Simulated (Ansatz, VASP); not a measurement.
**One calculation of Cu, two programs**

```
Cu
1.0
     2.49656    0.00000    0.00000
    -1.24828    2.16208    0.00000
     0.00000    0.00000    8.15016
Cu
4
Direct
  0.66667 0.33333 0.75000
  0.00000 0.00000 0.50000
  0.33333 0.66667 0.25000
  0.00000 0.00000 0.00000
```

Change from the starting cell: volume scaled by 0.96.

Alike in both runs: task single point; functional PBEsol; k mesh 12 × 12 × 4; occupations fermi-dirac, width 0.05 eV; no spin polarisation.

|  | VASP | Ansatz |
| --- | --- | --- |
| version | VASP 6.6.1 | Ansatz 0.2.0 |
| potentials or method | VASP PAW PBE potentials, release 64 (Cu), cutoff 520 eV | all-electron LAPW, scalar-relativistic |

|  | VASP | Ansatz | Ansatz less VASP |
| --- | --- | --- | --- |
| gap on the k mesh at the Fermi level (eV) | none | none | - |
| pressure (GPa) | 6.0 | 5.3 | -0.74 |
| traceless stress, the component that is largest in VASP (GPa) | -0.35 | -0.33 | +0.026 |

VASP's potentials were made for PBE, not for PBEsol. A gap of «none» marks a metal or a gap that the smearing closes. Ansatz ran all-electron here, and VASP with PAW potentials.
